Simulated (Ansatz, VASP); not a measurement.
## One calculation of Al2P3, two programs

```
Al P
1.0
     4.51918    0.00000    0.00000
    -2.25959    3.91373    0.00000
     0.00000    0.00000    6.79734
Al P
2 3
Direct
  0.33333 0.66667 0.00000
  0.66667 0.33333 0.00000
  0.00000 0.00000 0.34946
  0.00000 0.00000 0.65054
  0.00000 0.00000 0.00000
```

Alike in both runs: functional PBE; k mesh 6 × 6 × 4; occupations gaussian, width 0.1 eV; no spin polarisation.

Ansatz relaxed the structure, and its values are those at the end. VASP's run is a single point on that final structure, the one shown.

|  | VASP | Ansatz |
| --- | --- | --- |
| version | VASP 6.6.1 | Ansatz 0.2.0 |
| potentials or method | VASP PAW PBE potentials, release 64 (Al, P), cutoff 520 eV | scalar-relativistic, plane waves, PAW |
| valence electrons in the cell | 21 | 21 |

Ansatz gave:

- gap on the k mesh at the Fermi level (eV): none
- pressure (GPa): 0.3
- rms of the force components (eV/Å): 0.000

Problem. Which values does VASP return?

Solution. gap on the k mesh at the Fermi level (eV): none; pressure (GPa): 0.2; rms of the force components (eV/Å): 0.011.

A gap of «none» marks a metal or a gap that the smearing closes. With one functional, cell and mesh, what is left measures potentials, basis and numerics.
